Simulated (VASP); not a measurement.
# Al (I4/mmm) in VASP: further runs

Al is run at these levels: PBEsol; tasks: single point.

All numbers are computed with VASP 6.6.1; they aren't measurements. Logs are shortened: lines on timing, memory, paths and dates and some standing lists are left out, and cuts for length are marked.

### Step 1. The cell of the first run

Symmetry: I4/mmm, No. 139, tetragonal system. Conventional cell: a = 3.023 Å, b = 3.023 Å, c = 3.182 Å, α = 90.00°, β = 90.00°, γ = 90.00°. Al (site symmetry 4/mmm) has 14 Al at 2.66 to 3.18 Å within 3.5 Å.

### Step 2. Single point, PBEsol (strain -0.050 along x and y, +0.000 along z)

The input, INCAR:

```
SYSTEM = Al
ALGO = Normal
EDIFF = 1E-6
ENCUT = 520
GGA = PS
ISIF = 2
ISMEAR = 0
LASPH = .TRUE.
LCHARG = .FALSE.
LREAL = .FALSE.
LWAVE = .FALSE.
NBANDS = 8
NELM = 60
PREC = Accurate
SIGMA = 0.15
```

The input, KPOINTS:

```
k-points
0
G
  20 20 20
  0 0 0
```

The input, POSCAR:

```
Al
1.0
   -1.5116577555      1.5116577555      1.5912186900
    1.5116577555     -1.5116577555      1.5912186900
    1.5116577555      1.5116577555     -1.5912186900
Al
1
Direct
    0.0000000000      0.0000000000      0.0000000000
```

Potentials or basis: VASP PAW PBE potentials, release 64 (Al).

On the command line:

```bash
cat potpaw_PBE.64/Al/POTCAR > POTCAR
mpirun -np 1 vasp_std > vasp.out
```

OUTCAR:

```text
SYSTEM = Al
   EDIFF = 1E-6
   ENCUT = 520
   GGA = PS
   ISIF = 2
   ISMEAR = 0
   LASPH = .TRUE.
   LREAL = .FALSE.
   NELM = 60
   PREC = Accurate

 ion  position               nearest neighbor table
   1  0.000  0.000  0.000-

  LATTYP: Found a body centered tetragonal cell.
 ALAT       =     3.0233155110
 C/A-ratio  =     1.0526315789

  Lattice vectors:

 A1 = (  -1.5116577555,   1.5116577555,   1.5912186900)
 A2 = (   1.5116577555,  -1.5116577555,   1.5912186900)
 A3 = (   1.5116577555,   1.5116577555,  -1.5912186900)

Analysis of symmetry for initial positions (statically):
=====================================================================
 Subroutine PRICEL returns:
 Original cell was already a primitive cell.

 Routine SETGRP: Setting up the symmetry group for a
 body centered tetragonal supercell.

 Subroutine GETGRP returns: Found 16 space group operations
 (whereof 16 operations were pure point group operations)
 out of a pool of 16 trial point group operations.

The static configuration has the point symmetry D_4h.

Analysis of symmetry for dynamics (positions and initial velocities):
=====================================================================
 Subroutine PRICEL returns:
 Original cell was already a primitive cell.

 Routine SETGRP: Setting up the symmetry group for a
 body centered tetragonal supercell.

 Subroutine GETGRP returns: Found 16 space group operations
 (whereof 16 operations were pure point group operations)
 out of a pool of 16 trial point group operations.

The dynamic configuration has the point symmetry D_4h.

 Subroutine INISYM returns: Found 16 space group operations
 (whereof 16 operations are pure point group operations),
 and found     1 'primitive' translations

----------------------------------------------------------------------------------------

                                     Primitive cell

  volume of cell :      14.5444

  direct lattice vectors                    reciprocal lattice vectors
    -1.511657755  1.511657755  1.591218690     0.000000000  0.330762700  0.314224565
     1.511657755 -1.511657755  1.591218690     0.330762700  0.000000000  0.314224565
     1.511657755  1.511657755 -1.591218690     0.330762700  0.330762700  0.000000000

  length of vectors
     2.664994420  2.664994420  2.664994420     0.456224770  0.456224770  0.467769096

[... 77 lines left out ...]
   NELM   =     60;   NELMIN=  2; NELMDL= -5     # of ELM steps
   EDIFF  = 0.1E-05   stopping-criterion for ELM
   LREAL  =      F    real-space projection
   EDIFFG = 0.1E-04   stopping-criterion for IOM
   NSW    =      0    number of steps for IOM
   IBRION =     -1    ionic relax: 0-MD 1-quasi-New 2-CG
   NFREE  =      0    steps in history (QN), initial steepest desc. (CG)
   ISIF   =      2    stress and relaxation
   ISYM   =      2    0-nonsym 1-usesym 2-fastsym
   POTIM  = 0.5000    time-step for ionic-motion
   TEBEG  =    0.0;   TEEND  =   0.0 temperature during run
   PSTRESS=    0.0 pullay stress
   NELECT =       3.0000    total number of electrons
   NUPDOWN=      -1.0000    fix difference up-down
   EMIN   =  10.00;   EMAX   =-10.00  energy-range for DOS
   EFERMI =   0.00;   METHOD = LEGACY
   ISMEAR =     0;   SIGMA  =   0.15  broadening in eV -4-tet -1-fermi 0-gaus
   EFERMI_NEDOS =   21; number of points for ismear=-14 and -15
   IALGO  =     38    algorithm
   IMIX   =      4    mixing-type and parameters
     AMIX     =   0.40;   BMIX     =  1.00
     AMIX_MAG =   1.60;   BMIX_MAG =  1.00
  volume/ion in A,a.u.               =      14.54        98.15
  Fermi-wavevector in a.u.,A,eV,Ry     =   0.967274  1.827883 12.729877  0.935620
  Thomas-Fermi vector in A             =   2.097146
   LORBIT       =      0    0 simple, 1 ext, 2 COOP (PROOUT), +10 PAW based schemes
   GGA     = PS    functional components
   LHFCALC =     F    Hartree Fock is set to
   AEXX    =    0.0000 exact exchange contribution
   IVDW    =     0    specifies the selected vdW correction
   LEPSILON=     F    determine dielectric tensor
   LRPA    =     F    only Hartree local field effects (RPA)
 non-spin polarized calculation
 Gauss-broadening in eV      SIGMA  =   0.15
  energy-cutoff  :      520.00
  volume of cell :       14.54
 maximum number of plane-waves:       403
   NGX =  9   NGY =  9   NGZ =  9

 number of electron       3.0000000 magnetization

 Free energy of the ion-electron system (eV)
  ---------------------------------------------------
  ext. energy  EPLUGINS =         0.00000000
  ---------------------------------------------------
  free energy    TOTEN  =        -3.92774560 eV

  energy without entropy =       -3.92336170  energy(sigma->0) =       -3.92555365

 E-fermi :   9.3404     XC(G=0): -10.7302

 val. band max:        9.3349211914   @ k =  -0.4000   0.5000   0.2500
 cond. band min:       9.3426656918   @ k =   0.2500   0.2000   0.1000
 fundamental gap:      0.0077445004
 Fermi energy:         9.3403949726

 k-point     1 :       0.0000    0.0000    0.0000
  band No.  band energies     occupation
      1      -2.6977      2.00000
      2      22.9786      0.00000
      3      22.9786      0.00000
      4      24.2543      0.00000
      5      25.5962      0.00000
      6      25.8622      0.00000
      7      26.0237      0.00000
      8      26.0237      0.00000
[... 243 lines left out ...]
 k-point    24 :      -0.3500    0.0500    0.0000
  band No.  band energies     occupation
      1       0.5957      2.00000
      2      10.7244      0.00000
      3      18.2810      0.00000
      4      19.3376      0.00000
      5      22.1199      0.00000
      6      23.2900      0.00000
      7      27.5094      0.00000
      8      30.9576      0.00000

 [... further k-points ...]

------------------------ aborting loop because EDIFF is reached ----------------------------------------

  FORCE on cell =-STRESS in cart. coord.  units (eV):
  Direction    XX          YY          ZZ          XY          YZ          ZX
  --------------------------------------------------------------------------------------
  -------------------------------------------------------------------------------------
  Total        1.0635732      1.0635732      1.3289029      0.0000000     -0.0000000      0.0000000
  in kB      117.1604877    117.1604877    146.3885143      0.0000000     -0.0000000      0.0000000
  external PRESSURE =     126.9031632 kB  Pullay stress =       0.0000000 kB

 VOLUME and BASIS-vectors are now :
 -----------------------------------------------------------------------------
  energy-cutoff  :      520.00
  volume of cell :       14.54
      direct lattice vectors                 reciprocal lattice vectors
    -1.511657755  1.511657755  1.591218690     0.000000000  0.330762700  0.314224565
     1.511657755 -1.511657755  1.591218690     0.330762700  0.000000000  0.314224565
     1.511657755  1.511657755 -1.591218690     0.330762700  0.330762700  0.000000000

 POSITION                                       TOTAL-FORCE (eV/Angst)
 -----------------------------------------------------------------------------------
      0.00000      0.00000      0.00000         0.000000      0.000000      0.000000
 -----------------------------------------------------------------------------------
    total drift:                                0.000000      0.000000      0.000000

  FREE ENERGIE OF THE ION-ELECTRON SYSTEM (eV)
  ---------------------------------------------------
  free  energy   TOTEN  =        -3.9277456047 eV

  energy  without entropy=       -3.9233617030  energy(sigma->0) =       -3.92555365
```

Run time: 25 s. Hardware: 1 thread of Intel Xeon Platinum 8488C (Sapphire Rapids), shared host; peak memory 0.17 GiB.

Results:

- Free energy: -3.9277 eV
- Pressure: 12.7 GPa

Caveat: the cell differs from its parent crystal (strain -0.050 along x and y, +0.000 along z); the PAW data sets were made with another functional, which shifts forces and pressure a little.

### Step 3. Single point, PBEsol (strain -0.025 along x and y, -0.050 along z)

The input, INCAR:

```
SYSTEM = Al
PREC = Accurate
ENCUT = 520
EDIFF = 1E-7
ISMEAR = 0
SIGMA = 0.15
LREAL = .False.
LASPH = .True.
NELM = 60
ALGO = Normal
ISIF = 2
LWAVE = .False.
LCHARG = .True.
GGA = PS
LELF = .True.
LVHAR = .True.
NBANDS = 8
```

The input, KPOINTS:

```
regular mesh
0
Gamma
  20 20 20
  0 0 0
```

The input, POSCAR:

```
Al
1.0
   -1.5514382228      1.5514382228      1.5116577555
    1.5514382228     -1.5514382228      1.5116577555
    1.5514382228      1.5514382228     -1.5116577555
Al
1
Direct
    0.0000000000      0.0000000000      0.0000000000
```

Potentials or basis: VASP PAW PBE potentials, release 64 (Al).

On the command line:

```bash
cat potpaw_PBE.64/Al/POTCAR > POTCAR
mpirun -np 1 vasp_std > vasp.out
```

It took 30 s on 1 thread of Intel Xeon Platinum 8488C (Sapphire Rapids), shared host; peak memory 0.17 GiB.

It converged, with:

```yaml
Free_energy: -3.9249 eV
Pressure: 12.7 GPa
```

Stress tensor (GPa, compression positive):
```
13.22  0.00  0.00
 0.00 13.22  0.00
 0.00  0.00 11.63
```

Levels at points of the mesh, in eV from the Fermi level:
```csv
k point,band 1,band 2,band 3,band 4
"(0.00, 0.00, 0.00)",-12.03,13.59,14.26,14.26
"(0.50, 0.00, 0.00)",-4.75,-3.93,8.36,8.99
"(0.50, 0.50, 0.00)",-4.90,-4.18,8.96,9.55
"(0.50, 0.50, 0.50)",1.84,1.84,2.61,2.64
```

Caveat: the cell differs from its parent crystal (strain -0.025 along x and y, -0.050 along z); the PAW data sets were made with another functional, which shifts forces and pressure a little.
